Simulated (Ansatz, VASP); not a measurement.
# Two plane-wave programs on NbAs

```
CELL_PARAMETERS angstrom
0.00000 2.87176 2.87176
2.87176 0.00000 2.87176
2.87176 2.87176 0.00000
ATOMIC_POSITIONS crystal
Nb 0.00000 0.00000 0.00000
As 0.25348 0.24652 0.25348
```

Alike in both runs: task single point; functional PBEsol; k mesh 10 × 10 × 10; occupations gaussian, width 0.05 eV; no spin polarisation.

```csv
,VASP,Ansatz
version,VASP 6.6.1,Ansatz 0.2.0
potentials or method,"VASP PAW PBE potentials, release 64 (Nb_sv, As), cutoff 520 eV","scalar-relativistic, plane waves, PAW"
valence electrons in the cell,18,28
```

|  | VASP | Ansatz | Ansatz less VASP |
| --- | --- | --- | --- |
| gap on the k mesh at the Fermi level (eV) | none | none | - |
| pressure (GPa) | 0.2 | 0.0 | -0.16 |
| traceless stress, the component that is largest in VASP (GPa) | -1.18 | -1.17 | +0.013 |
| rms of the force components (eV/Å) | 0.137 | 0.136 | -0.0009 |

VASP's potentials were made for PBE, not for PBEsol. Atom by atom the forces differ by 0.001 eV/Å (rms over components). A gap of «none» marks a metal or a gap that the smearing closes. VASP's potentials hold 18 valence electrons a cell and Ansatz's 28, so a difference there can come from the potentials and not from the codes.
